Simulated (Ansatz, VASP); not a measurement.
**Two plane-wave programs on Cu**

```
Cu
1.0
     2.69022    0.00000    0.00000
    -1.34511    2.32979    0.00000
     0.00000    0.00000    4.40160
Cu
2
Direct
  0.33333 0.66667 0.25000
  0.66667 0.33333 0.75000
```

Alike in both runs: task relaxation of cell and atoms; functional PBEsol; k mesh 12 × 12 × 4; occupations gaussian, width 0.1 eV; no spin polarisation.

|  | VASP | Ansatz |
| --- | --- | --- |
| version | VASP 6.6.1 | Ansatz 0.2.0 |
| potentials or method | VASP PAW PBE potentials, release 64 (Cu), cutoff 600 eV | scalar-relativistic, plane waves, PAW |
| valence electrons in the cell | 22 | 38 |

Ansatz gave:

| Property | Result |
| --- | --- |
| gap on the k mesh at the Fermi level, each at its own relaxed structure (eV) | none |
| relaxed volume (Å³/atom) | 11.34 |
| relaxed cell length with the largest relative difference (Å) | 4.112 |

Question: Estimate VASP's values.

Answer: gap on the k mesh at the Fermi level, each at its own relaxed structure (eV): none; relaxed volume (Å³/atom): 11.36; relaxed cell length with the largest relative difference (Å): 4.120.

VASP's potentials were made for PBE, not for PBEsol. A gap of «none» marks a metal or a gap that the smearing closes. VASP's potentials hold 22 valence electrons a cell and Ansatz's 38, so a difference there can come from the potentials and not from the codes.

Noted on VASP's run: the volume moved by over 15 % at a fixed basis, so the end points are rough.
